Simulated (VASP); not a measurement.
Write the native input for VASP 6.6.1 that does the following.

```
Task                   : single point
Functional             : PBEsol
Potentials or basis    : VASP PAW PBE potentials, release 64 (Ti_sv, C)
Cutoff                 : 520 eV
k mesh                 : 18 × 18 × 18
Occupations            : gaussian, width 0.1 eV
Spin                   : no spin polarisation
Dipole correction      : no
Further INCAR settings : ALGO = Normal; EDIFF = 1e-07; NBANDS = 21
```

The structure of Ti2C lies in POSCAR:

```
Ti2C
1.0
    1.4261895153      0.8234109006      4.2636280047
   -1.4261895153      0.8234109006      4.2636280047
    0.0000000000     -1.6468218012      4.2636280047
Ti C
2 1
Direct
    0.2539845258      0.2539845258      0.2539845258
    0.7460154742      0.7460154742      0.7460154742
    0.5000000000      0.5000000000      0.5000000000
```

These files were run (other wordings do the same):

INCAR

```
  ALGO = Normal
  EDIFF = 1E-7
  ENCUT = 520
  GGA = PS
  ISIF = 2
  ISMEAR = 0
  LASPH = True
  LCHARG = True
  LELF = True
  LREAL = False
  LVHAR = True
  LWAVE = False
  NBANDS = 21
  NELM = 80
  PREC = Accurate
  SIGMA = 0.1
```

KPOINTS

```
k-points
0
Gamma
  18 18 18
```

Potentials or basis: VASP PAW PBE potentials, release 64 (Ti_sv, C).

Command:

```bash
$ cat potpaw_PBE.64/Ti_sv/POTCAR potpaw_PBE.64/C/POTCAR > POTCAR
$ mpirun -np 1 vasp_std > vasp.out
```

It gave:

| Item | Value |
| --- | --- |
| Pressure | 59.7 GPa |
| Largest force | 0.033 eV/Å |
| Band gap on the k mesh | zero (bands 14 and 15 overlap by 1.06 eV) |

Caveat: the cell stands under pressure; the PAW data sets were made with another functional, which shifts forces and pressure a little.

Run time: 18 min on 1 thread of Intel Xeon 8259CL (shared host), peak memory 0.46 GiB.
